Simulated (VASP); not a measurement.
**NaH: single point with r2SCAN**

The system is NaH.

```
Na H
1.0
     0.05994    2.39751    2.39751
     2.39751    0.05994    2.39751
     2.45745    2.45745    0.00000
Na H
1 1
Direct
  0.00000 0.00000 0.00000
  0.50000 0.50000 0.50000
```

This cell differs from its parent crystal: shear xy strain +5.0%.

```yaml
Program: VASP 6.6.1
Task: single point
Functional: r2SCAN
Potentials_or_basis: VASP PAW PBE potentials, release 64 (Na_pv, H)
Cutoff: 520 eV
k_mesh: 10 × 10 × 10
Occupations: gaussian, width 0.01 eV
Spin: no spin polarisation
Dipole_correction: no
Further_INCAR_settings: ALGO = Normal; EDIFF = 1e-06; NBANDS = 11
```

```yaml
Pressure: -0.2 GPa
Band_gap_on_the_k_mesh: 4.27 eV (least direct gap 5.22 eV)
```

Stress tensor (GPa, compression positive):
```
-0.14 -1.13  0.00
-1.13 -0.14  0.00
 0.00  0.00 -0.30
```

Levels at points of the mesh, in eV from the valence-band top:
| k point | band 1 | band 2 | band 3 | band 4 | band 5 | band 6 | band 7 | band 8 | band 9 |
| --- | --- | --- | --- | --- | --- | --- | --- | --- | --- |
| (0.00, 0.00, 0.00) | -22.86 | -22.86 | -22.85 | -3.61 | 11.63 | 15.95 | 16.59 | 16.94 | 17.16 |
| (0.50, 0.00, 0.00) | -22.96 | -22.87 | -22.86 | -0.72 | 4.57 | 11.67 | 13.60 | 14.08 | 17.37 |
| (0.50, 0.50, 0.00) | -22.94 | -22.89 | -22.89 | -0.17 | 5.24 | 10.73 | 10.91 | 12.22 | 13.42 |
| (0.00, 0.00, 0.50) | -22.94 | -22.87 | -22.86 | -0.95 | 4.27 | 12.05 | 14.06 | 14.59 | 17.96 |
| (0.50, 0.00, 0.50) | -22.94 | -22.89 | -22.88 | -0.16 | 5.26 | 10.81 | 11.55 | 11.55 | 13.31 |

Wall time 3.5 min on 1 thread of Intel(R) Xeon(R) Platinum 8259CL CPU @ 2.50GHz (Skylake/Cascade Lake), with other jobs on the host, peak memory 0.18 GiB.

Caveat: the cell differs from its parent crystal (shear xy strain +5.0%); the structure was generated, so it needn't be the stable form of NaH; the PAW data sets were made with another functional, which shifts forces and pressure a little. A k mesh can miss the band edges.
